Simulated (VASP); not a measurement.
Here is a VASP 6.6.1 calculation.

Contents of INCAR:

```
ALGO = Normal
EDIFF = 1E-7
ENCUT = 520
GGA = CA
ISIF = 2
ISMEAR = -1
LASPH = T
LCHARG = T
LELF = T
LREAL = F
LVHAR = T
LWAVE = F
NBANDS = 18
NELM = 60
PREC = Accurate
SIGMA = 0.08
```

Contents of KPOINTS:

```
k-points
0
Gamma
  19 19 19
```

Contents of POSCAR:

```
Lu
1.0
   -1.3724172641      1.3724172641      1.3724172641
    1.3724172641     -1.3724172641      1.3724172641
    1.3724172641      1.3724172641     -1.3724172641
Lu
1
Direct
    0.0000000000      0.0000000000      0.0000000000
```

Potentials or basis: VASP PAW PBE potentials, release 64 (Lu).

Run with:

```console
$ cat potpaw_PBE.64/Lu/POTCAR > POTCAR
$ mpirun -np 1 vasp_std > vasp.out
```

(1) Estimate the pressure.

## Answers

(1) 262.4 GPa.

Caveat: the PAW data sets were made with another functional, which shifts forces and pressure a little.
